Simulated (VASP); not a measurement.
A run of VASP 6.6.1:

File INCAR:

```
SYSTEM = LiH
  PREC = Accurate
  ENCUT = 600
  EDIFF = 1E-6
  ISMEAR = -1
  SIGMA = 0.05
  LREAL = .False.
  LASPH = .True.
  NELM = 60
  ALGO = Normal
  ISIF = 3
  LWAVE = .False.
  LCHARG = .False.
  GGA = PS
  IBRION = 2
  NSW = 80
  EDIFFG = -0.005
  PSTRESS = 100.0
```

File KPOINTS:

```
Automatic mesh
0
Gamma
  11 11 11
  0 0 0
```

The input POSCAR:

```
LiH
1.0
    0.0000000000      2.0367500000      2.0367500000
    2.0367500000      0.0000000000      2.0367500000
    2.0367500000      2.0367500000      0.0000000000
Li H
1 1
Direct
    0.0000000000      0.0000000000      0.0000000000
    0.5000000000      0.5000000000      0.5000000000
```

Potentials or basis: VASP PAW PBE potentials, release 64 (Li_sv, H).

The run is started by

```sh
$ cat potpaw_PBE.64/Li_sv/POTCAR potpaw_PBE.64/H/POTCAR > POTCAR
$ mpirun -np 1 vasp_std > vasp.out
```

Hardware: 1 thread of AMD EPYC 7R43 64-Core Processor (Zen 3), on a shared host.

Q: Estimate the wall time of this run.

A: Wall time 26 s on 1 thread of AMD EPYC 7R43 64-Core Processor (Zen 3) (shared host), peak memory 0.1 GiB. Counts: scf iterations 34, k points 56, ion steps 5.
